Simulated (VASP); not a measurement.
# GaSe4 (P4_2/mcm) in VASP: relaxation of cell and atoms with PBE

Aim: the relaxation of cell and atoms of GaSe4 with PBE.

All numbers are computed with VASP 6.6.1; they aren't measurements. Logs are shortened: lines on timing, memory, paths and dates and some standing lists are left out, and cuts for length are marked.

### Step 1. The cell of the first run

Symmetry: P4_2/mcm, No. 132, tetragonal system. The conventional cell has a = 5.469 Å, b = 5.469 Å, c = 9.507 Å, α = 90.00°, β = 90.00°, γ = 90.00°. Ga (site symmetry -42m) has 4 Se at 2.45 Å within 3.2 Å. Within 3.1 Å of Se (site symmetry m) lie 1 Se at 2.36 Å and 1 Ga at 2.45 Å.

### Step 2. Relaxation of cell and atoms, PBE

INCAR reads:

```
SYSTEM = GaSe4
ALGO = Fast ; EDIFF = 1E-6
EDIFFG = -0.01 ; ENCUT = 600
GGA = PE ; IBRION = 2
ISIF = 3 ; ISMEAR = 0
LASPH = .TRUE. ; LCHARG = .FALSE.
LREAL = .FALSE. ; LWAVE = .FALSE.
NELM = 80 ; NSW = 100
PREC = Accurate ; SIGMA = 0.1
```

KPOINTS reads:

```
k-points
0
G
  6 6 4
  0 0 0
```

POSCAR reads:

```
GaSe4
1.0
    5.4685378903      0.0000000000      0.0000000000
    0.0000000000      5.4685378903      0.0000000000
    0.0000000000      0.0000000000      9.5067724839
Ga Se
2 8
Direct
    0.0000000000      0.0000000000      0.7500000000
    0.0000000000      0.0000000000      0.2500000000
    0.7236248976      0.2763751024      0.6243016447
    0.2763751024      0.7236248976      0.6243016447
    0.7236248976      0.7236248976      0.8756983553
    0.2763751024      0.2763751024      0.8756983553
    0.7236248976      0.2763751024      0.3756983553
    0.2763751024      0.7236248976      0.3756983553
    0.2763751024      0.2763751024      0.1243016447
    0.7236248976      0.7236248976      0.1243016447
```

Potentials or basis: VASP PAW PBE potentials, release 64 (Ga_d, Se).

Started as:

```
$ cat potpaw_PBE.64/Ga_d/POTCAR potpaw_PBE.64/Se/POTCAR > POTCAR
$ mpirun -np 1 vasp_std > vasp.out
```

OUTCAR:

```text
SYSTEM = GaSe4
   EDIFF = 1E-6
   EDIFFG = -0.01
   ENCUT = 600
   GGA = PE
   IBRION = 2
   ISIF = 3
   ISMEAR = 0
   LASPH = .TRUE.
   LREAL = .FALSE.
   NELM = 80
   NSW = 100
   PREC = Accurate

 ion  position               nearest neighbor table
   1  0.000  0.000  0.750-   3 2.45   4 2.45   5 2.45   6 2.45
   2  0.000  0.000  0.250-   7 2.45   8 2.45   9 2.45  10 2.45
   3  0.724  0.276  0.624-   7 2.36   1 2.45
   4  0.276  0.724  0.624-   8 2.36   1 2.45
   5  0.724  0.724  0.876-  10 2.36   1 2.45
   6  0.276  0.276  0.876-   9 2.36   1 2.45
   7  0.724  0.276  0.376-   3 2.36   2 2.45
   8  0.276  0.724  0.376-   4 2.36   2 2.45
   9  0.276  0.276  0.124-   6 2.36   2 2.45
  10  0.724  0.724  0.124-   5 2.36   2 2.45

  LATTYP: Found a simple tetragonal cell.
 ALAT       =     5.4685378903
 C/A-ratio  =     1.7384486813

  Lattice vectors:

 A1 = (   5.4685378903,   0.0000000000,   0.0000000000)
 A2 = (   0.0000000000,   5.4685378903,   0.0000000000)
 A3 = (   0.0000000000,   0.0000000000,   9.5067724839)

Analysis of symmetry for initial positions (statically):
=====================================================================
 Subroutine PRICEL returns:
 Original cell was already a primitive cell.

 Routine SETGRP: Setting up the symmetry group for a
 simple tetragonal supercell.

 Subroutine GETGRP returns: Found 16 space group operations
 (whereof  8 operations were pure point group operations)
 out of a pool of 16 trial point group operations.

The static configuration has the point symmetry D_2h.
 The point group associated with its full space group is D_4h.

Analysis of symmetry for dynamics (positions and initial velocities):
=====================================================================
 Subroutine PRICEL returns:
 Original cell was already a primitive cell.

 Routine SETGRP: Setting up the symmetry group for a
 simple tetragonal supercell.

 Subroutine GETGRP returns: Found 16 space group operations
 (whereof  8 operations were pure point group operations)
 out of a pool of 16 trial point group operations.

The dynamic configuration has the point symmetry D_2h.
 The point group associated with its full space group is D_4h.

 Subroutine INISYM returns: Found 16 space group operations
 (whereof  8 operations are pure point group operations),
 and found     1 'primitive' translations

----------------------------------------------------------------------------------------

                                     Primitive cell

  volume of cell :     284.2991

  direct lattice vectors                    reciprocal lattice vectors
     5.468537890  0.000000000  0.000000000     0.182864235  0.000000000  0.000000000
     0.000000000  5.468537890  0.000000000     0.000000000  0.182864235  0.000000000
     0.000000000  0.000000000  9.506772484     0.000000000  0.000000000  0.105188170

  length of vectors
     5.468537890  5.468537890  9.506772484     0.182864235  0.182864235  0.105188170

  position of ions in fractional coordinates (direct lattice)
     0.000000000  0.000000000  0.750000000
     0.000000000  0.000000000  0.250000000
     0.723624898  0.276375102  0.624301645
     0.276375102  0.723624898  0.624301645
     0.723624898  0.723624898  0.875698355
     0.276375102  0.276375102  0.875698355
     0.723624898  0.276375102  0.375698355
     0.276375102  0.723624898  0.375698355
     0.276375102  0.276375102  0.124301645
     0.723624898  0.723624898  0.124301645

  ion indices of the primitive-cell ions
   primitive index   ion index
                 1           1
                 2           2
                 3           3
                 4           4
                 5           5
                 6           6
                 7           7
                 8           8
                 9           9
                10          10

----------------------------------------------------------------------------------------

 KPOINTS: k-points

Automatic generation of k-mesh.
 Grid dimensions read from file:
 generate k-points for:    6    6    4

 Generating k-lattice:

  Cartesian coordinates                     Fractional coordinates (reciprocal lattice)
     0.030477373  0.000000000  0.000000000     0.166666667  0.000000000  0.000000000
     0.000000000  0.030477373  0.000000000     0.000000000  0.166666667  0.000000000
     0.000000000  0.000000000  0.026297042     0.000000000  0.000000000  0.250000000

  Length of vectors
     0.030477373  0.030477373  0.026297042

  Shift w.r.t. Gamma in fractional coordinates (k-lattice)
     0.000000000  0.000000000  0.000000000

 Subroutine IBZKPT returns following result:
 ===========================================

 Found     30 irreducible k-points:

 Following reciprocal coordinates:
            Coordinates               Weight
  0.000000  0.000000  0.000000      1.000000
  0.166667  0.000000  0.000000      4.000000
  0.333333  0.000000  0.000000      4.000000
  0.500000  0.000000  0.000000      2.000000
  0.166667  0.166667  0.000000      4.000000
  0.333333  0.166667  0.000000      8.000000
[... 16 lines left out ...]
  0.333333  0.000000  0.500000      4.000000
  0.500000  0.000000  0.500000      2.000000
 [... further k-points ...]
   k-points           NKPTS =     30   k-points in BZ     NKDIM =     30   number of bands    NBANDS=     44
   number of dos      NEDOS =    301   number of ions     NIONS =     10
   total plane-waves  NPLWV = 184320
   dimension x,y,z NGX =    48 NGY =   48 NGZ =   80
   dimension x,y,z NGXF=    96 NGYF=   96 NGZF=  160
   ions per type =               2   8
   NGX,Y,Z   is equivalent  to a cutoff of  14.59, 14.59, 13.99 a.u.
   NGXF,Y,Z  is equivalent  to a cutoff of  29.18, 29.18, 27.98 a.u.
 SYSTEM =  GaSe4
   PREC   = accura    normal or accurate (medium, high low for compatibility)
   ISTART =      0    job   : 0-new  1-cont  2-samecut
   ICHARG =      2    charge: 1-file 2-atom 10-const
   ISPIN  =      1    spin polarized calculation?
   LNONCOLLINEAR =      F non collinear calculations
   LSORBIT =      F    spin-orbit coupling
   LASPH  =      T    aspherical Exc in radial PAW
   ENCUT  =  600.0 eV  44.10 Ry    6.64 a.u.  10.92 10.92 18.99*2*pi/ulx,y,z
   NELM   =     80;   NELMIN=  2; NELMDL= -5     # of ELM steps
   EDIFF  = 0.1E-05   stopping-criterion for ELM
   LREAL  =      F    real-space projection
   EDIFFG = -.1E-01   stopping-criterion for IOM
   NSW    =    100    number of steps for IOM
   IBRION =      2    ionic relax: 0-MD 1-quasi-New 2-CG
   NFREE  =      1    steps in history (QN), initial steepest desc. (CG)
   ISIF   =      3    stress and relaxation
   ISYM   =      2    0-nonsym 1-usesym 2-fastsym
   POTIM  = 0.5000    time-step for ionic-motion
   TEBEG  =    0.0;   TEEND  =   0.0 temperature during run
   PSTRESS=    0.0 pullay stress
   NELECT =      74.0000    total number of electrons
   NUPDOWN=      -1.0000    fix difference up-down
   EMIN   =  10.00;   EMAX   =-10.00  energy-range for DOS
   EFERMI =   0.00;   METHOD = LEGACY
   ISMEAR =     0;   SIGMA  =   0.10  broadening in eV -4-tet -1-fermi 0-gaus
   EFERMI_NEDOS =   21; number of points for ismear=-14 and -15
   IALGO  =     68    algorithm
   IMIX   =      4    mixing-type and parameters
     AMIX     =   0.40;   BMIX     =  1.00
     AMIX_MAG =   1.60;   BMIX_MAG =  1.00
  volume/ion in A,a.u.               =      28.43       191.85
  Fermi-wavevector in a.u.,A,eV,Ry     =   1.045266  1.975267 14.865471  1.092581
  Thomas-Fermi vector in A             =   2.180054
   LORBIT       =      0    0 simple, 1 ext, 2 COOP (PROOUT), +10 PAW based schemes
   GGA     = PE    functional components
   LHFCALC =     F    Hartree Fock is set to
   AEXX    =    0.0000 exact exchange contribution
   IVDW    =     0    specifies the selected vdW correction
   LEPSILON=     F    determine dielectric tensor
   LRPA    =     F    only Hartree local field effects (RPA)
 conjugate gradient relaxation of ions
 non-spin polarized calculation
 RMM-DIIS sequential band-by-band and
 Gauss-broadening in eV      SIGMA  =   0.10
  energy-cutoff  :      600.00
  volume of cell :      284.30
 maximum number of plane-waves:      9524
 NGX is ok and might be reduce to    48
   NGX = 21   NGY = 21   NGZ = 37

--------------------------------------- Ionic step        1  -------------------------------------------

 number of electron      74.0000018 magnetization

 Free energy of the ion-electron system (eV)
  ---------------------------------------------------
  ext. energy  EPLUGINS =         0.00000000
  ---------------------------------------------------
  free energy    TOTEN  =       -34.63181824 eV

  energy without entropy =      -34.61435023  energy(sigma->0) =      -34.62308423

------------------------ aborting loop because EDIFF is reached ----------------------------------------

  FORCE on cell =-STRESS in cart. coord.  units (eV):
  Direction    XX          YY          ZZ          XY          YZ          ZX
  --------------------------------------------------------------------------------------
  -------------------------------------------------------------------------------------
  Total        0.7631386      0.7631386      0.4806955     -0.0000000      0.0000000      0.0000000
  in kB        4.3006932      4.3006932      2.7089758     -0.0000000      0.0000000      0.0000000
  external PRESSURE =       3.7701207 kB  Pullay stress =       0.0000000 kB
[... 113 lines left out ...]
  FREE ENERGIE OF THE ION-ELECTRON SYSTEM (eV)
  ---------------------------------------------------
  free  energy   TOTEN  =       -34.6362157315 eV

  energy  without entropy=      -34.6185432914  energy(sigma->0) =      -34.62737951

[... ionic steps 4 to 11 ...]

--------------------------------------- Ionic step       12  -------------------------------------------

 number of electron      73.9999985 magnetization

------------------------ aborting loop because EDIFF is reached ----------------------------------------
[... 83 lines left out ...]
--------------------------------------- Ionic step       14  -------------------------------------------

 number of electron      73.9999986 magnetization

 Free energy of the ion-electron system (eV)
  ---------------------------------------------------
  ext. energy  EPLUGINS =         0.00000000
  ---------------------------------------------------
  free energy    TOTEN  =       -34.64822588 eV

  energy without entropy =      -34.62832280  energy(sigma->0) =      -34.63827434

 E-fermi :   2.0716     XC(G=0):  -8.4440

 val. band max:        2.0658607029   @ k =   0.1667   0.0000   0.5000
 cond. band min:       2.0876679397   @ k =   0.3333   0.0000   0.2500
 fundamental gap:      0.0218072368
 Fermi energy:         2.0716263354

 k-point     1 :       0.0000    0.0000    0.0000
  band No.  band energies     occupation
      1     -13.2899      2.00000
      2     -13.2098      2.00000
      3     -13.2098      2.00000
      4     -13.2068      2.00000
      5     -13.1418      2.00000
      6     -13.1418      2.00000
[... 1117 lines left out ...]
     43       5.7277      0.00000
     44       5.7277      0.00000

 [... further k-points ...]

------------------------ aborting loop because EDIFF is reached ----------------------------------------

  FORCE on cell =-STRESS in cart. coord.  units (eV):
  Direction    XX          YY          ZZ          XY          YZ          ZX
  --------------------------------------------------------------------------------------
  -------------------------------------------------------------------------------------
  Total       -0.0209091     -0.0209091      0.0236853      0.0000000      0.0000000      0.0000000
  in kB       -0.1144738     -0.1144738      0.1296730      0.0000000      0.0000000      0.0000000
  external PRESSURE =      -0.0330915 kB  Pullay stress =       0.0000000 kB
[... 25 lines left out ...]
  FREE ENERGIE OF THE ION-ELECTRON SYSTEM (eV)
  ---------------------------------------------------
  free  energy   TOTEN  =       -34.6482258786 eV

  energy  without entropy=      -34.6283228034  energy(sigma->0) =      -34.63827434

 reached required accuracy - stopping structural energy minimisation
```

It took 1.6 h on 1 thread of Oxide Virtual Turin-like, shared host; peak memory 0.68 GiB.

What came out:

| Item | Value |
| --- | --- |
| Free energy | -34.6482 eV |
| Relaxed volume | 29.26 Å³/atom |
| Relaxed cell | a = 5.561 Å, b = 5.561 Å, c = 9.464 Å, α = 90.00°, β = 90.00°, γ = 90.00° |
| Space group after relaxing (to 0.1 Å) | P4_2/mcm (No. 132) |
| Energy gained by relaxing | 1.6 meV/atom |
| Ionic steps | 14 |
| Pressure after relaxing | 0.0 GPa |
| Band gap on the k mesh | zero (bands 37 and 38 overlap by 0.78 eV) |

Step by step:
| step | energy change (eV) | largest force (eV/Å) | pressure (GPa) | volume (Å³) |
| --- | --- | --- | --- | --- |
| 1 | 0.0000 | 0.0674 | 0.38 | 284.30 |
| 2 | -0.0044 | 0.0685 | -0.06 | 287.06 |
| 3 | -0.0044 | 0.0714 | -0.10 | 287.20 |
| 4 | -0.0083 | 0.0642 | -0.08 | 288.32 |
| 5 | -0.0112 | 0.0744 | -0.10 | 289.72 |
| 6 | -0.0111 | 0.1306 | -0.11 | 292.50 |
| 7 | -0.0121 | 0.0961 | -0.11 | 291.04 |
| 8 | -0.0152 | 0.0388 | -0.05 | 291.39 |
| 9 | -0.0159 | 0.0253 | -0.01 | 291.61 |
| 10 | -0.0159 | 0.0269 | -0.01 | 291.63 |
| 11 | -0.0160 | 0.0053 | 0.06 | 291.60 |
| 12 | -0.0160 | 0.0077 | 0.05 | 291.60 |
| 13 | -0.0162 | 0.0051 | 0.04 | 291.89 |
| 14 | -0.0164 | 0.0019 | 0.00 | 292.64 |

Final structure:
```
Ga Se
1.0
     5.56084    0.00000    0.00000
     0.00000    5.56084    0.00000
     0.00000    0.00000    9.46365
Ga Se
2 8
Direct
  0.00000 0.00000 0.75000
  0.00000 0.00000 0.25000
  0.72736 0.27264 0.62500
  0.27264 0.72736 0.62500
  0.72736 0.72736 0.87500
  0.27264 0.27264 0.87500
  0.72736 0.27264 0.37500
  0.27264 0.72736 0.37500
  0.27264 0.27264 0.12500
  0.72736 0.72736 0.12500
```

The gap in the log of VASP goes by the Fermi energy; the results here count the filled bands.